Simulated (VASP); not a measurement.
Crystal: MnS.

```xyz
4
Lattice="3.9536 0.0000 0.0000 -1.9768 3.4239 0.0000 0.0000 0.0000 6.3425" Properties=species:S:1:pos:R:3 pbc="T T T"
Mn    1.9768    1.1413    3.1639
Mn    0.0000    2.2826    6.3352
S     0.0000    2.2826    3.9714
S     1.9768    1.1413    0.8001
```

Base run:

- Program: VASP 6.6.1
- Functional: PBEsol
- Potentials or basis: VASP PAW PBE potentials, release 64 (Mn_pv, S)
- Cutoff: 520 eV
- k mesh: 7 × 7 × 4
- Occupations: fermi-dirac, width 0.05 eV
- Spin: collinear spin, ferromagnetic start
- Starting moments: [3.0, 3.0, 0.0, 0.0] μB
- Fixed moment: 6 μB

Its results: pressure -14.2 GPa; site moments Mn +2.95; S -0.10 μB; largest force 0.046 eV/Å.

**Question.** The run is repeated on the same cell with these changes: fixed moment from 6 μB to 2 μB; moments at the start from [3.0, 3.0, 0.0, 0.0] to [1.0, 1.0, 0.0, 0.0]. What comes out?

**Answer.** Pressure -21.8 GPa; site moments Mn +1.06; S -0.06 μB; largest force 0.116 eV/Å.

Caveats: the cell stands under tension; the PAW data sets were made with another functional, which shifts forces and pressure a little; the total moment is fixed, so each spin has its own Fermi level and the state may be an excited one; the run started ferromagnetic, and an antiferromagnetic order may lie lower in energy.
